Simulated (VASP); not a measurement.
Here is a VASP 6.6.1 calculation.

Contents of INCAR:

```
PREC = Accurate ; ENCUT = 520
EDIFF = 1E-6 ; ISMEAR = -1
SIGMA = 0.1 ; LREAL = F
LASPH = T ; NELM = 100
ALGO = Normal ; ISIF = 2
LWAVE = F ; LCHARG = F
GGA = PE ; NBANDS = 16
```

Contents of KPOINTS:

```
regular mesh
0
Gamma
  14 14 12
```

Contents of POSCAR:

```
AlRu
1.0
    2.8310165904      0.0000000000      0.0000000000
   -1.4155082952      2.4517322858      0.0000000000
    0.0000000000      0.0000000000      3.8480277206
Ru Al
1 1
Direct
    0.0000000000      0.0000000000      0.0000000000
    0.3333333333      0.6666666667      0.5000000000
```

Potentials or basis: VASP PAW PBE potentials, release 64 (Ru_pv, Al).

Launch:

```sh
$ cat potpaw_PBE.64/Ru_pv/POTCAR potpaw_PBE.64/Al/POTCAR > POTCAR
$ mpirun -np 1 vasp_std > vasp.out
```

(1) What does it give for the pressure?

## Answers

(1) 12.1 GPa.
